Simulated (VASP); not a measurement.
A run of VASP 6.6.1 is set up as follows.

File INCAR:

```
  PREC = Accurate
  ENCUT = 520
  EDIFF = 1E-6
  ISMEAR = -1
  SIGMA = 0.02
  LREAL = F
  LASPH = T
  NELM = 80
  ALGO = Normal
  ISIF = 2
  LWAVE = F
  LCHARG = F
  GGA = PE
  IBRION = 2
  NSW = 80
  EDIFFG = -0.02
```

File KPOINTS:

```
regular mesh
0
Gamma
  17 17 17
```

File POSCAR:

```
SiC
1.0
    0.0000000000      2.1495504440      2.1495504440
    2.1495504440      0.0000000000      2.1495504440
    2.1495504440      2.1495504440      0.0000000000
Si C
1 1
Direct
    0.0000000000      0.0000000000      0.0000000000
    0.2500000000      0.2500000000      0.2500000000
```

Potentials or basis: VASP PAW PBE potentials, release 64 (Si, C).

Launch:

```sh
$ cat potpaw_PBE.64/Si/POTCAR potpaw_PBE.64/C/POTCAR > POTCAR
$ mpirun -np 1 vasp_std > vasp.out
```

Task: Predict the band gap on the k mesh.

Result: 1.36 eV, indirect (least direct gap 4.61 eV).

Final structure:
```cif
data_structure
_symmetry_space_group_name_H-M 'P 1'
_symmetry_Int_Tables_number 1
_cell_length_a 3.0399
_cell_length_b 3.0399
_cell_length_c 3.0399
_cell_angle_alpha 60.000
_cell_angle_beta 60.000
_cell_angle_gamma 60.000
_cell_volume 19.86
loop_
_atom_site_label
_atom_site_type_symbol
_atom_site_fract_x
_atom_site_fract_y
_atom_site_fract_z
_atom_site_occupancy
Si1 Si 0.00000 0.00000 0.00000 1
C1 C 0.25000 0.25000 0.25000 1
```

Caveat: the relaxation stopped at its first step, so nothing moved. A k mesh can miss the band edges.
